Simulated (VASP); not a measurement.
# KTaO3 (Pm-3m) in VASP: single point with HSE06

Aim: the single point of KTaO3 with HSE06.

Program: VASP 6.6.1. These are calculated values, not measurements. Logs are shortened: lines on timing, memory, paths and dates and some standing lists are left out, and cuts for length are marked.

## 1. The cell of the first run

The structure is cubic, space group Pm-3m (No. 221). Conventional cell: a = 4.030 Å, b = 4.030 Å, c = 4.030 Å, α = 90.00°, β = 90.00°, γ = 90.00°. K (site symmetry m-3m) has 12 O at 2.85 Å and 8 Ta at 3.49 Å within 3.8 Å. Ta (site symmetry m-3m) has 6 O at 2.02 Å within 2.7 Å. O (site symmetry 4/mmm) has 2 Ta at 2.02 Å within 2.7 Å.

## 2. Single point, HSE06 (strain +1.0%)

The input, POSCAR:

```
KTaO3
1.0
    4.0300324140      0.0000000000      0.0000000000
    0.0000000000      4.0300324140      0.0000000000
    0.0000000000      0.0000000000      4.0300324140
K Ta O
1 1 3
Direct
    0.0000000000      0.0000000000      0.0000000000
    0.5000000000      0.5000000000      0.5000000000
    0.5000000000      0.5000000000      0.0000000000
    0.5000000000      0.0000000000      0.5000000000
    0.0000000000      0.5000000000      0.5000000000
```

The input, INCAR.step1:

```
SYSTEM = KTaO3
  ALGO = Normal
  EDIFF = 1E-5
  ENCUT = 520
  GGA = PE
  ISIF = 2
  ISMEAR = 0
  LASPH = .True.
  LCHARG = .False.
  LREAL = .False.
  LWAVE = .True.
  NBANDS = 27
  NELM = 100
  PREC = Accurate
  SIGMA = 0.01
```

The input, INCAR.step2:

```
SYSTEM = KTaO3
  ALGO = Normal
  EDIFF = 1E-6
  ENCUT = 520
  GGA = PE
  HFSCREEN = 0.2079
  ISIF = 2
  ISMEAR = 0
  ISTART = 1
  LASPH = .True.
  LCHARG = .False.
  LHFCALC = .True.
  LREAL = .False.
  LWAVE = .False.
  NBANDS = 27
  NELM = 100
  PREC = Accurate
  PRECFOCK = Fast
  SIGMA = 0.01
```

The input, KPOINTS:

```
k-points
0
Gamma
  4 4 4
  0 0 0
```

Potentials or basis: VASP PAW PBE potentials, release 64 (K_sv, Ta_pv, O).

The run is started by

```bash
> cat potpaw_PBE.64/K_sv/POTCAR potpaw_PBE.64/Ta_pv/POTCAR potpaw_PBE.64/O/POTCAR > POTCAR
> cp INCAR.step1 INCAR
> mpirun -np 1 vasp_std > vasp.out
> cp INCAR.step2 INCAR
> mpirun -np 1 vasp_std > vasp.out
```

OUTCAR:

```text
SYSTEM = KTaO3
   EDIFF = 1E-6
   ENCUT = 520
   GGA = PE
   HFSCREEN = 0.2079
   ISIF = 2
   ISMEAR = 0
   ISTART = 1
   LASPH = .True.
   LHFCALC = .True.
   LREAL = .False.
   NELM = 100
   PREC = Accurate
   PRECFOCK = Fast

 ion  position               nearest neighbor table
   1  0.000  0.000  0.000-   3 2.85   4 2.85   5 2.85   4 2.85   5 2.85   3 2.85   5 2.85   5 2.85
                             3 2.85   4 2.85   4 2.85   3 2.85   2 3.49   2 3.49   2 3.49   2 3.49
   2  0.500  0.500  0.500-   3 2.02   4 2.02   5 2.02   3 2.02   4 2.02   5 2.02   1 3.49   1 3.49
                             1 3.49   1 3.49   1 3.49   1 3.49   1 3.49   1 3.49
   3  0.500  0.500  0.000-   2 2.02   2 2.02   1 2.85   1 2.85   1 2.85   1 2.85
   4  0.500  0.000  0.500-   2 2.02   2 2.02   1 2.85   1 2.85   1 2.85   1 2.85
   5  0.000  0.500  0.500-   2 2.02   2 2.02   1 2.85   1 2.85   1 2.85   1 2.85

  LATTYP: Found a simple cubic cell.
 ALAT       =     4.0300324140

  Lattice vectors:

 A1 = (   4.0300324140,   0.0000000000,   0.0000000000)
 A2 = (   0.0000000000,   4.0300324140,   0.0000000000)
 A3 = (   0.0000000000,   0.0000000000,   4.0300324140)

Analysis of symmetry for initial positions (statically):
=====================================================================
 Subroutine PRICEL returns:
 Original cell was already a primitive cell.

 Routine SETGRP: Setting up the symmetry group for a
 simple cubic supercell.

 Subroutine GETGRP returns: Found 48 space group operations
 (whereof 48 operations were pure point group operations)
 out of a pool of 48 trial point group operations.

The static configuration has the point symmetry O_h .

Analysis of symmetry for dynamics (positions and initial velocities):
=====================================================================
 Subroutine PRICEL returns:
 Original cell was already a primitive cell.

 Routine SETGRP: Setting up the symmetry group for a
 simple cubic supercell.

 Subroutine GETGRP returns: Found 48 space group operations
 (whereof 48 operations were pure point group operations)
 out of a pool of 48 trial point group operations.

The dynamic configuration has the point symmetry O_h .

 Subroutine INISYM returns: Found 48 space group operations
 (whereof 48 operations are pure point group operations),
 and found     1 'primitive' translations

----------------------------------------------------------------------------------------

[... 94 lines left out ...]
   NELECT =      38.0000    total number of electrons
   NUPDOWN=      -1.0000    fix difference up-down
   EMIN   =  10.00;   EMAX   =-10.00  energy-range for DOS
   EFERMI =   0.00;   METHOD = LEGACY
   ISMEAR =     0;   SIGMA  =   0.01  broadening in eV -4-tet -1-fermi 0-gaus
   EFERMI_NEDOS =   21; number of points for ismear=-14 and -15
   IALGO  =     38    algorithm
   IMIX   =      1    mixing-type and parameters
     AMIX     =   0.40;   BMIX     =  1.00
     AMIX_MAG =   1.60;   BMIX_MAG =  1.00
  volume/ion in A,a.u.               =      13.09        88.34
  Fermi-wavevector in a.u.,A,eV,Ry     =   1.365717  2.580832 25.377367  1.865184
  Thomas-Fermi vector in A             =   2.491921
   LORBIT       =      0    0 simple, 1 ext, 2 COOP (PROOUT), +10 PAW based schemes
   GGA     = PE    functional components
   LHFCALC =     T    Hartree Fock is set to
   PRECFOCK=fast      Normal, Fast or Accurate (Low or Medium for compatibility)
   ENCUT4O =  -1.0   cutoff for four orbital integrals eV
   NKREDX  =     1    reduce k-point grid by
   NKREDY  =     1    reduce k-point grid by
   NKREDZ  =     1    reduce k-point grid by
   AEXX    =    0.2500 exact exchange contribution
   HFSCREEN=    0.2079 screening length (either q_TF or 0.3 A-1)
   HFSCREENC=   0.2079 screening length for correlation (either q_TF or 0.3 A-1)
   ENCUTFOCK=  -1.0 apply spherical cutoff to Coloumb kernel
   IVDW    =     0    specifies the selected vdW correction
   LEPSILON=     F    determine dielectric tensor
   LRPA    =     F    only Hartree local field effects (RPA)
 non-spin polarized calculation
 Gauss-broadening in eV      SIGMA  =   0.01
  energy-cutoff  :      520.00
  volume of cell :       65.45
 maximum number of plane-waves:      1791
 NGX is ok and might be reduce to    30
  NGX = 16; NGY = 16; NGZ = 16

 number of electron      37.9999980 magnetization

 Free energy of the ion-electron system (eV)
  ---------------------------------------------------
  ext. energy  EPLUGINS =         0.00000000
  ---------------------------------------------------
  free energy    TOTEN  =       -49.32560160 eV

  energy without entropy =      -49.32560160  energy(sigma->0) =      -49.32560160

 E-fermi :   0.6425     XC(G=0):  -8.8076

 val. band max:        0.4982370270   @ k =   0.5000   0.5000   0.5000
 cond. band min:       3.8929035073   @ k =   0.0000   0.0000   0.0000
 fundamental gap:      3.3946664803
 Fermi energy:         0.6424673997

 k-point     1 :       0.0000    0.0000    0.0000
  band No.  band energies     occupation
      1     -35.7466      2.00000
      2     -35.7466      2.00000
      3     -35.7465      2.00000
      4     -28.7674      2.00000
      5     -18.5862      2.00000
      6     -17.8570      2.00000
[... 289 lines left out ...]
     26      12.8696      0.00000
     27      14.7641      0.00000

------------------------ aborting loop because EDIFF is reached ----------------------------------------

  FORCE on cell =-STRESS in cart. coord.  units (eV):
  Direction    XX          YY          ZZ          XY          YZ          ZX
  --------------------------------------------------------------------------------------
  -------------------------------------------------------------------------------------
  Total       -2.5356789     -2.5356789     -2.5356789      0.0000000     -0.0000000      0.0000000
  in kB      -62.0696390    -62.0696390    -62.0696390      0.0000000     -0.0000000      0.0000000
  external PRESSURE =     -62.0696390 kB  Pullay stress =       0.0000000 kB

 VOLUME and BASIS-vectors are now :
 -----------------------------------------------------------------------------
  energy-cutoff  :      520.00
  volume of cell :       65.45
      direct lattice vectors                 reciprocal lattice vectors
     4.030032414  0.000000000  0.000000000     0.248136962  0.000000000  0.000000000
     0.000000000  4.030032414  0.000000000     0.000000000  0.248136962  0.000000000
     0.000000000  0.000000000  4.030032414     0.000000000  0.000000000  0.248136962

 POSITION                                       TOTAL-FORCE (eV/Angst)
 -----------------------------------------------------------------------------------
      0.00000      0.00000      0.00000         0.000000      0.000000      0.000000
      2.01502      2.01502      2.01502         0.000000      0.000000      0.000000
      2.01502      2.01502      0.00000         0.000000      0.000000      0.000000
      2.01502      0.00000      2.01502         0.000000      0.000000      0.000000
      0.00000      2.01502      2.01502         0.000000      0.000000      0.000000
 -----------------------------------------------------------------------------------
    total drift:                               -0.000000     -0.000000     -0.000001

  FREE ENERGIE OF THE ION-ELECTRON SYSTEM (eV)
  ---------------------------------------------------
  free  energy   TOTEN  =       -49.3256016005 eV

  energy  without entropy=      -49.3256016005  energy(sigma->0) =      -49.32560160
```

OSZICAR.step1:

```text
N       E                     dE             d eps       ncg     rms          rms(c)
DAV:   1     0.328297614331E+03    0.32830E+03   -0.21458E+04   540   0.143E+03
DAV:   2    -0.308065217962E+02   -0.35910E+03   -0.34734E+03   637   0.406E+02
DAV:   3    -0.492777715268E+02   -0.18471E+02   -0.18378E+02   674   0.885E+01
DAV:   4    -0.497520311562E+02   -0.47426E+00   -0.47372E+00   901   0.121E+01
DAV:   5    -0.497543464108E+02   -0.23153E-02   -0.23149E-02   687   0.848E-01    0.321E+01
DAV:   6    -0.412815553087E+02    0.84728E+01   -0.35074E+01   660   0.392E+01    0.120E+01
DAV:   7    -0.411168193025E+02    0.16474E+00   -0.20467E+00   665   0.873E+00    0.883E+00
DAV:   8    -0.410753628401E+02    0.41456E-01   -0.50481E-01   609   0.589E+00    0.353E+00
DAV:   9    -0.410453660436E+02    0.29997E-01   -0.48337E-02   654   0.177E+00    0.618E-01
DAV:  10    -0.410430141298E+02    0.23519E-02   -0.19962E-02   703   0.870E-01    0.142E-01
DAV:  11    -0.410428645043E+02    0.14963E-03   -0.16883E-03   708   0.256E-01    0.341E-02
DAV:  12    -0.410428816352E+02   -0.17131E-04   -0.76908E-05   673   0.738E-02    0.166E-02
DAV:  13    -0.410428933094E+02   -0.11674E-04   -0.15131E-05   558   0.267E-02    0.327E-03
DAV:  14    -0.410428935925E+02   -0.28311E-06   -0.64451E-07   342   0.613E-03
   1 F= -.41042894E+02 E0= -.41042894E+02  d E =-.156371E-95
```

It took 10 min on 1 thread of AMD EPYC 7R43 (Zen 3), shared host; peak memory 0.25 GiB.

Results:

* Free energy: -49.3256 eV
* Pressure: -6.2 GPa
* Band gap on the k mesh: 3.39 eV (least direct gap 4.05 eV)

Levels at points of the mesh, in eV from the valence-band top:
```csv
k point,band 17,band 18,band 19,band 20,band 21,band 22
"(0.00, 0.00, 0.00)",-0.66,-0.66,-0.66,3.39,3.39,3.39
"(0.50, 0.00, 0.00)",-1.52,-0.89,-0.89,3.54,6.31,6.31
"(0.50, 0.50, 0.00)",-1.50,-1.50,-0.04,6.35,6.35,7.74
"(0.50, 0.50, 0.50)",0.00,0.00,0.00,7.87,7.87,7.87
```

Caveat: the cell differs from its parent crystal (strain +1.0%); the cell stands under tension; the PAW data sets were made with another functional, which shifts forces and pressure a little; spin-orbit coupling is left out, which moves the levels of the heavy elements. A k mesh can miss the band edges.
